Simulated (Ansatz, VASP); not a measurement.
GaP in VASP and in Ansatz

```
Ga P
1.0
     0.00000    2.65627    2.80197
     2.80197    0.00000    2.80197
     2.80197    2.65627    0.00000
Ga P
1 1
Direct
  0.00000 0.00000 0.00000
  0.75000 0.75000 0.75000
```

Alike in both runs: task single point; functional PBE; k mesh 10 × 10 × 10; occupations gaussian, width 0.05 eV; no spin polarisation.

|  | VASP | Ansatz |
| --- | --- | --- |
| version | VASP 6.6.1 | Ansatz 0.2.0 |
| potentials or method | VASP PAW PBE potentials, release 64 (Ga_d, P), cutoff 520 eV | scalar-relativistic, plane waves, PAW |
| valence electrons in the cell | 18 | 18 |

|  | VASP | Ansatz | Ansatz less VASP |
| --- | --- | --- | --- |
| gap on the k mesh at the Fermi level (eV) | 1.16 | 1.16 | +0.001 |
| least direct gap on the mesh (eV) | 1.38 | 1.38 | +0.002 |
| pressure (GPa) | 0.0 | 0.0 | +0.01 |
| traceless stress, the component that is largest in VASP (GPa) | 2.35 | 2.35 | -0.003 |

With one functional, cell and mesh, what is left measures potentials, basis and numerics.
